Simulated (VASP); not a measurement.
# Ga3HN3 in VASP: single point with PBE+D3(BJ)

Aim: the single point of Ga3HN3 with PBE+D3(BJ).

Everything below comes from runs of VASP 6.6.1. Logs are shortened: lines on timing, memory, paths and dates and some standing lists are left out, and cuts for length are marked.

**1. The cell of the first run**

The cell holds a slab with vacuum, 28 atoms: a = 6.393 Å, b = 5.209 Å, c = 25.923 Å, α = 90.00°, β = 90.00°, γ = 90.00°.

**2. Single point, PBE+D3(BJ)**

File INCAR:

```
  PREC = Accurate
  ENCUT = 520
  EDIFF = 1E-6
  ISMEAR = 0
  SIGMA = 0.05
  LREAL = Auto
  LASPH = True
  NELM = 80
  ALGO = Normal
  ISIF = 2
  LWAVE = False
  LCHARG = False
  LDIPOL = True
  IDIPOL = 3
  DIPOL = 0.5 0.5 0.465
  GGA = PE
  IVDW = 12
  NBANDS = 130
```

File KPOINTS:

```
regular mesh
0
Gamma
  3 3 1
```

File POSCAR:

```
Ga3HN3
1.0
    6.3931260411      0.0000000000      0.0000000000
    0.0000000000      5.2085710300      0.0000000000
    0.0000000000      0.0000000000     25.9231762414
Ga N H
12 12 4
Direct
    0.5000000000      0.0008110332      0.3650709439
    0.0000000000      0.0008110332      0.3650709439
    0.7500000000      0.5008110332      0.4006672092
    0.2500000000      0.5008110332      0.4006672092
    0.7495026164      0.0079884826      0.4723740109
    0.2502046253      0.0071949398      0.4720354916
    0.0014449635      0.5030093002      0.5065137924
    0.4988032935      0.5028143949      0.5065235763
   -0.0084678591      0.0057673981      0.5808006988
    0.5098208044      0.0063220733      0.5816599677
    0.2529217581      0.5126457095      0.6142693162
    0.7511689491      0.4796166155      0.6046149902
    0.5000000000      0.6241889668      0.3650709439
    0.0000000000      0.6241889668      0.3650709439
    0.7500000000      0.1241889668      0.4006672092
    0.2500000000      0.1241889668      0.4006672092
    0.7500690526      0.6285414476      0.4712542959
    0.2501440228      0.6288084505      0.4710843791
    0.0019143377      0.1275625020      0.5081076841
    0.4976553934      0.1273262276      0.5086233597
    0.0017944038      0.6316462291      0.5783889198
    0.5009899048      0.6326466358      0.5781057820
    0.2483539029      0.1343169946      0.6140055855
    0.7514982803      0.1322320973      0.6144673875
    0.5003033281      0.0967116055      0.3072582329
   -0.0004052762      0.0968881177      0.3072746449
    0.5000277857      0.5570066858      0.3279412187
    0.0000135183      0.5569418254      0.3279482395
```

Potentials or basis: VASP PAW PBE potentials, release 64 (Ga_d, N, H).

Started as:

```bash
$ cat potpaw_PBE.64/Ga_d/POTCAR potpaw_PBE.64/N/POTCAR potpaw_PBE.64/H/POTCAR > POTCAR
$ mpirun -np 1 vasp_std > vasp.out
```

OUTCAR:

```text
PREC = Accurate
   ENCUT = 520
   EDIFF = 1E-6
   ISMEAR = 0
   LREAL = Auto
   LASPH = True
   NELM = 80
   ISIF = 2
   GGA = PE
   IVDW = 12
 IVDW          = 12

 ion  position               nearest neighbor table
   1  0.500  0.001  0.365-  25 1.58  16 1.95  15 1.95  13 1.96
   2  0.000  0.001  0.365-  26 1.58  16 1.95  15 1.95  14 1.96
   3  0.750  0.501  0.401-  17 1.95  14 1.95  13 1.95  15 1.96
   4  0.250  0.501  0.401-  18 1.94  14 1.95  13 1.95  16 1.96
   5  0.750  0.008  0.472-  15 1.95  19 1.96  20 1.97  17 1.98
   6  0.250  0.007  0.472-  19 1.95  20 1.95  16 1.95  18 1.97
   7  0.001  0.503  0.507-  18 1.95  19 1.96  17 1.96  21 1.98
   8  0.499  0.503  0.507-  18 1.95  20 1.96  17 1.96  22 1.98
   9  0.992  0.006  0.581-  24 1.88  21 1.95  23 1.97  19 1.99
  10  0.510  0.006  0.582-  24 1.88  22 1.95  23 1.99  20 2.00
  11  0.253  0.513  0.614-  22 1.95  21 1.96  23 1.97
  12  0.751  0.480  0.605-  24 1.83  21 1.91  22 1.91
  13  0.500  0.624  0.365-  27 1.02   4 1.95   3 1.95   1 1.96
  14  0.000  0.624  0.365-  28 1.02   4 1.95   3 1.95   2 1.96
  15  0.750  0.124  0.401-   1 1.95   2 1.95   5 1.95   3 1.96
  16  0.250  0.124  0.401-   6 1.95   2 1.95   1 1.95   4 1.96
  17  0.750  0.629  0.471-   3 1.95   8 1.96   7 1.96   5 1.98
  18  0.250  0.629  0.471-   4 1.94   7 1.95   8 1.95   6 1.97
  19  0.002  0.128  0.508-   6 1.95   7 1.96   5 1.96   9 1.99
  20  0.498  0.127  0.509-   6 1.95   8 1.96   5 1.97  10 2.00
  21  0.002  0.632  0.578-  12 1.91   9 1.95  11 1.96   7 1.98
  22  0.501  0.633  0.578-  12 1.91  11 1.95  10 1.95   8 1.98
  23  0.248  0.134  0.614-  11 1.97   9 1.97  10 1.99
  24  0.751  0.132  0.614-  12 1.83  10 1.88   9 1.88
  25  0.500  0.097  0.307-   1 1.58
  26  1.000  0.097  0.307-   2 1.58
  27  0.500  0.557  0.328-  13 1.02
  28  0.000  0.557  0.328-  14 1.02

  LATTYP: Found a simple orthorhombic cell.
 ALAT       =     5.2085710300
 B/A-ratio  =     1.2274241830
 C/A-ratio  =     4.9770226982

  Lattice vectors:

 A1 = (   0.0000000000,  -5.2085710300,   0.0000000000)
 A2 = (   6.3931260411,   0.0000000000,   0.0000000000)
 A3 = (   0.0000000000,   0.0000000000,  25.9231762414)

Analysis of symmetry for initial positions (statically):
=====================================================================
 Subroutine PRICEL returns:
 Original cell was already a primitive cell.

 Routine SETGRP: Setting up the symmetry group for a
 simple orthorhombic supercell.

 Subroutine GETGRP returns: Found  1 space group operations
 (whereof  1 operations were pure point group operations)
 out of a pool of  8 trial point group operations.

The static configuration has the point symmetry C_1 .

Analysis of symmetry for dynamics (positions and initial velocities):
=====================================================================
 Subroutine PRICEL returns:
 Original cell was already a primitive cell.

 Routine SETGRP: Setting up the symmetry group for a
 simple orthorhombic supercell.

 Subroutine GETGRP returns: Found  1 space group operations
 (whereof  1 operations were pure point group operations)
 out of a pool of  8 trial point group operations.

The dynamic configuration has the point symmetry C_1 .

 Subroutine INISYM returns: Found  1 space group operations
 (whereof  1 operations are pure point group operations),
 and found     1 'primitive' translations

----------------------------------------------------------------------------------------

                                     Primitive cell

  volume of cell :     863.2172

  direct lattice vectors                    reciprocal lattice vectors
     6.393126041  0.000000000  0.000000000     0.156418002  0.000000000  0.000000000
     0.000000000  5.208571030  0.000000000     0.000000000  0.191991238  0.000000000
     0.000000000  0.000000000 25.923176241     0.000000000  0.000000000  0.038575520

  length of vectors
     6.393126041  5.208571030 25.923176241     0.156418002  0.191991238  0.038575520

  position of ions in fractional coordinates (direct lattice)
     0.500000000  0.000811033  0.365070944
     0.000000000  0.000811033  0.365070944
     0.750000000  0.500811033  0.400667209
     0.250000000  0.500811033  0.400667209
     0.749502616  0.007988483  0.472374011
     0.250204625  0.007194940  0.472035492
[... 20 lines left out ...]
     0.500027786  0.557006686  0.327941219
     0.000013518  0.556941825  0.327948240

  ion indices of the primitive-cell ions
   primitive index   ion index
                 1           1
                 2           2
                 3           3
                 4           4
                 5           5
                 6           6
[... 20 lines left out ...]
                27          27
                28          28

----------------------------------------------------------------------------------------

 KPOINTS: regular mesh

Automatic generation of k-mesh.
 Grid dimensions read from file:
 generate k-points for:    3    3    1

 Generating k-lattice:

  Cartesian coordinates                     Fractional coordinates (reciprocal lattice)
     0.052139334  0.000000000  0.000000000     0.333333333  0.000000000  0.000000000
     0.000000000  0.063997079  0.000000000     0.000000000  0.333333333  0.000000000
     0.000000000  0.000000000  0.038575520     0.000000000  0.000000000  1.000000000

  Length of vectors
     0.052139334  0.063997079  0.038575520

  Shift w.r.t. Gamma in fractional coordinates (k-lattice)
     0.000000000  0.000000000  0.000000000

 Subroutine IBZKPT returns following result:
 ===========================================

 Found      5 irreducible k-points:

 Following reciprocal coordinates:
            Coordinates               Weight
  0.000000  0.000000  0.000000      1.000000
  0.333333  0.000000  0.000000      2.000000
  0.000000  0.333333  0.000000      2.000000
  0.333333  0.333333  0.000000      2.000000
 -0.333333  0.333333  0.000000      2.000000
   k-points           NKPTS =      5   k-points in BZ     NKDIM =      5   number of bands    NBANDS=    130
   number of dos      NEDOS =    301   number of ions     NIONS =     28
   total plane-waves  NPLWV = 376320
   dimension x,y,z NGX =    48 NGY =   40 NGZ =  196
   dimension x,y,z NGXF=    96 NGYF=   80 NGZF=  392
   ions per type =              12  12   4
   NGX,Y,Z   is equivalent  to a cutoff of  12.48, 12.77, 12.57 a.u.
   NGXF,Y,Z  is equivalent  to a cutoff of  24.96, 25.53, 25.14 a.u.
 SYSTEM =  unknown system
   PREC   = accura    normal or accurate (medium, high low for compatibility)
   ISTART =      0    job   : 0-new  1-cont  2-samecut
   ICHARG =      2    charge: 1-file 2-atom 10-const
   ISPIN  =      1    spin polarized calculation?
   LNONCOLLINEAR =      F non collinear calculations
   LSORBIT =      F    spin-orbit coupling
   LASPH  =      T    aspherical Exc in radial PAW
   ENCUT  =  520.0 eV  38.22 Ry    6.18 a.u.  11.89  9.68 48.20*2*pi/ulx,y,z
   NELM   =     80;   NELMIN=  2; NELMDL= -5     # of ELM steps
   EDIFF  = 0.1E-05   stopping-criterion for ELM
   LREAL  =      T    real-space projection
   EDIFFG = 0.1E-04   stopping-criterion for IOM
   NSW    =      0    number of steps for IOM
[... 5 lines left out ...]
   TEBEG  =    0.0;   TEEND  =   0.0 temperature during run
   PSTRESS=    0.0 pullay stress
   NELECT =     220.0000    total number of electrons
   NUPDOWN=      -1.0000    fix difference up-down
   EMIN   =  10.00;   EMAX   =-10.00  energy-range for DOS
   EFERMI =   0.00;   METHOD = LEGACY
   ISMEAR =     0;   SIGMA  =   0.05  broadening in eV -4-tet -1-fermi 0-gaus
   EFERMI_NEDOS =   21; number of points for ismear=-14 and -15
   IALGO  =     38    algorithm
   IMIX   =      4    mixing-type and parameters
     AMIX     =   0.40;   BMIX     =  1.00
     AMIX_MAG =   1.60;   BMIX_MAG =  1.00
  volume/ion in A,a.u.               =      30.83       208.05
  Fermi-wavevector in a.u.,A,eV,Ry     =   1.037948  1.961438 14.658054  1.077337
  Thomas-Fermi vector in A             =   2.172410
   LORBIT       =      0    0 simple, 1 ext, 2 COOP (PROOUT), +10 PAW based schemes
   GGA     = PE    functional components
   LHFCALC =     F    Hartree Fock is set to
   AEXX    =    0.0000 exact exchange contribution
   IVDW    =    12    specifies the selected vdW correction
   LEPSILON=     F    determine dielectric tensor
   LRPA    =     F    only Hartree local field effects (RPA)
 non-spin polarized calculation
 Gauss-broadening in eV      SIGMA  =   0.05
  energy-cutoff  :      520.00
  volume of cell :      863.22
 maximum number of plane-waves:     23269
   NGX = 23   NGY = 19   NGZ = 97

 dipolmoment           0.000000      0.000000      0.000184 electrons x Angstroem

 number of electron     219.9999977 magnetization

 dipolmoment           0.000000      0.000000     -0.042197 electrons x Angstroem

 Free energy of the ion-electron system (eV)
  ---------------------------------------------------
  ext. energy  EPLUGINS =         0.00000000
  ---------------------------------------------------
  free energy    TOTEN  =      -155.43945636 eV

  energy without entropy =     -155.43945636  energy(sigma->0) =     -155.43945636

 E-fermi :  -1.5599     XC(G=0):  -4.4970

 val. band max:       -1.8313123725   @ k =  -0.3333   0.3333   0.0000
 cond. band min:      -0.7265138778   @ k =   0.0000   0.0000   0.0000
 fundamental gap:      1.1047984947
 Fermi energy:        -1.5598819064

 k-point     1 :       0.0000    0.0000    0.0000
  band No.  band energies     occupation
      1     -18.2095      2.00000
      2     -17.9357      2.00000
      3     -17.7728      2.00000
      4     -17.5567      2.00000
      5     -17.5147      2.00000
      6     -17.2992      2.00000
[... 114 lines left out ...]
    121       3.5095      0.00000
    122       3.5899      0.00000

 k-point     2 :       0.3333    0.0000    0.0000
  band No.  band energies     occupation
      1     -18.0822      2.00000
      2     -17.8613      2.00000
      3     -17.8358      2.00000
      4     -17.6303      2.00000
      5     -17.4539      2.00000
      6     -17.3447      2.00000
[... 114 lines left out ...]
    121       3.9138      0.00000
    122       3.9576      0.00000

 k-point     3 :       0.0000    0.3333    0.0000
  band No.  band energies     occupation
      1     -18.0776      2.00000
      2     -17.8131      2.00000
      3     -17.7434      2.00000
      4     -17.5246      2.00000
      5     -17.4278      2.00000
      6     -17.2532      2.00000
[... 114 lines left out ...]
    121       3.3752      0.00000
    122       3.4604      0.00000

 k-point     4 :       0.3333    0.3333    0.0000
  band No.  band energies     occupation
      1     -17.9812      2.00000
      2     -17.8134      2.00000
      3     -17.7326      2.00000
      4     -17.5772      2.00000
      5     -17.3767      2.00000
      6     -17.2860      2.00000
[... 114 lines left out ...]
    121       3.7821      0.00000
    122       4.0521      0.00000

 k-point     5 :      -0.3333    0.3333    0.0000
  band No.  band energies     occupation
      1     -17.9812      2.00000
      2     -17.8134      2.00000
      3     -17.7325      2.00000
      4     -17.5773      2.00000
      5     -17.3767      2.00000
      6     -17.2860      2.00000
[... 114 lines left out ...]
    121       3.7861      0.00000
    122       4.0524      0.00000
 [bands above 122 left out]

------------------------ aborting loop because EDIFF is reached ----------------------------------------

 vacuum level on the upper side and lower side of the slab       (xc-potential included)        -0.220        -0.009

 Edisp (eV)   -4.77572

 E8    (eV) :    -1.9615

  FORCE on cell =-STRESS in cart. coord.  units (eV):
  Direction    XX          YY          ZZ          XY          YZ          ZX
  --------------------------------------------------------------------------------------
  -------------------------------------------------------------------------------------
  Total       2.46868    -1.49575     0.70788     0.04704    -1.93329    -0.08659
  in kB       4.58200    -2.77618     1.31385     0.08731    -3.58829    -0.16072
  external pressure =        1.04 kB  Pullay stress =        0.00 kB

 VOLUME and BASIS-vectors are now :
 -----------------------------------------------------------------------------
  energy-cutoff  :      520.00
  volume of cell :      863.22
      direct lattice vectors                 reciprocal lattice vectors
     6.393126041  0.000000000  0.000000000     0.156418002  0.000000000  0.000000000
     0.000000000  5.208571030  0.000000000     0.000000000  0.191991238  0.000000000
     0.000000000  0.000000000 25.923176241     0.000000000  0.000000000  0.038575520

 POSITION                                       TOTAL-FORCE (eV/Angst)
 -----------------------------------------------------------------------------------
      3.19656      0.00422      9.46380         0.004577      0.621926     -0.949845
      0.00000      0.00422      9.46380        -0.005411      0.618380     -0.938557
      4.79484      2.60851     10.38657         0.001650     -0.553528     -0.223220
      1.59828      2.60851     10.38657         0.001458     -0.549973     -0.246853
      4.79166      0.04161     12.24543        -0.007427      0.185584      0.025432
      1.59959      0.03748     12.23666         0.007686      0.116241      0.173154
[... 20 lines left out ...]
      3.19674      2.90121      8.50128         0.003460     -0.008018     -0.002460
      0.00009      2.90087      8.50146        -0.003568     -0.008177     -0.004905
 -----------------------------------------------------------------------------------
    total drift:                                0.002463     -0.004763      0.001580

  FREE ENERGIE OF THE ION-ELECTRON SYSTEM (eV)
  ---------------------------------------------------
  free  energy   TOTEN  =      -160.2151743098 eV

  energy  without entropy=     -160.2151743098  energy(sigma->0) =     -160.21517431

 vacuum level on the upper side and lower side of the slab         3.423         3.635
```

Wall time 49 min (1 thread of Intel Xeon 8259CL, shared host); peak memory 0.93 GiB.

What came out:

```yaml
Free_energy: -160.2152 eV
Largest_force: 2.604 eV/Å
Band_gap_on_the_k_mesh: 1.10 eV (least direct gap 1.18 eV)
Dispersion_energy_per_atom: -0.171 eV
```

Forces in eV/Å, atoms in the order of the input:
```
Ga   0.005  0.622 -0.950
Ga  -0.005  0.618 -0.939
Ga   0.002 -0.554 -0.223
Ga   0.001 -0.550 -0.247
Ga  -0.007  0.186  0.025
Ga   0.008  0.116  0.173
Ga   0.155 -0.332 -0.170
Ga  -0.142 -0.350 -0.213
Ga   1.221  0.899  0.604
Ga  -1.341  0.949  0.503
Ga  -0.185 -2.279 -1.246
Ga   0.046 -0.386 -0.127
N    0.001 -0.037  0.554
N    0.000 -0.036  0.555
N   -0.013 -0.057  0.557
N    0.010 -0.044  0.492
N   -0.003  0.029  0.194
N    0.003  0.019  0.066
N   -0.298 -0.037 -0.343
N    0.321 -0.028 -0.398
N    0.015  0.360  0.591
N    0.026  0.315  0.695
N    0.243  0.606 -0.325
N   -0.062  0.007  0.149
H   -0.003 -0.010  0.014
H    0.003 -0.010  0.015
H    0.003 -0.008 -0.002
H   -0.004 -0.008 -0.005
```
